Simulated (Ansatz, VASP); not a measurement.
## TiO2 in VASP and in Ansatz

```xyz
6
Lattice="4.8601 0.0000 0.0000 0.0000 4.8601 0.0000 0.0000 0.0000 2.9639" Properties=species:S:1:pos:R:3 pbc="T T T"
Ti    0.0000    0.0000    0.0000
Ti    2.4301    2.4301    1.4819
O     1.4828    1.4828    0.0000
O     0.9472    3.9129    1.4819
O     3.3773    3.3773    0.0000
O     3.9129    0.9472    1.4819
```

Alike in both runs: task single point; functional PBE; k mesh 6 × 6 × 10; occupations gaussian, width 0.05 eV; no spin polarisation.

```csv
,VASP,Ansatz
version,VASP 6.6.1,Ansatz 0.2.0
potentials or method,"VASP PAW PBE potentials, release 64 (Ti_sv, O), cutoff 520 eV","scalar-relativistic, plane waves, PAW"
valence electrons in the cell,48,48
```

Ansatz gave:

| Item | Value |
| --- | --- |
| gap on the k mesh at the Fermi level (eV) | 1.73 |
| least direct gap on the mesh (eV) | 1.73 |
| pressure (GPa) | -15.4 |
| traceless stress, the component that is largest in VASP (GPa) | 3.55 |
| rms of the force components (eV/Å) | 0.277 |

Task: Which values does VASP return?

Result: gap on the k mesh at the Fermi level (eV): 1.71; least direct gap on the mesh (eV): 1.71; pressure (GPa): -14.8; traceless stress, the component that is largest in VASP (GPa): 3.79; rms of the force components (eV/Å): 0.260.

Atom by atom the forces differ by 0.017 eV/Å (rms over components). With one functional, cell and mesh, what is left measures potentials, basis and numerics.
